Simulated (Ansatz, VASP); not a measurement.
**One calculation of Cd, two programs**

```xyz
2
Lattice="0.0000 3.0682 3.0682 3.0682 0.0000 3.0682 3.0682 3.0682 0.0000" Properties=species:S:1:pos:R:3 pbc="T T T"
Cd   -0.6750   -0.8591   -0.8591
Cd    0.6750    0.8591    0.8591
```

Change from the starting cell: shortest bond scaled by 0.88, LAPW.

Alike in both runs: task single point; functional LDA; k mesh 9 × 9 × 9; occupations fermi-dirac, width 0.05 eV; no spin polarisation.

|  | VASP | Ansatz |
| --- | --- | --- |
| version | VASP 6.6.1 | Ansatz 0.2.0 |
| potentials or method | VASP PAW LDA potentials, release 64 (Cd), cutoff 520 eV | all-electron LAPW, scalar-relativistic |

Ansatz gave:

```
pressure (GPa)                                                : 6.4
traceless stress, the component that is largest in VASP (GPa) : -7.46
rms of the force components (eV/Å)                            : 1.863
```

**Question.** What did VASP give for the same quantities?

**Answer.** Pressure (GPa): 7.1; traceless stress, the component that is largest in VASP (GPa): -7.93; rms of the force components (eV/Å): 1.981.

LDA's correlation is that of Perdew and Zunger in VASP and of Perdew and Wang (1992) in Ansatz. Atom by atom the forces differ by 0.118 eV/Å (rms over components). Ansatz ran all-electron here, and VASP with PAW potentials.
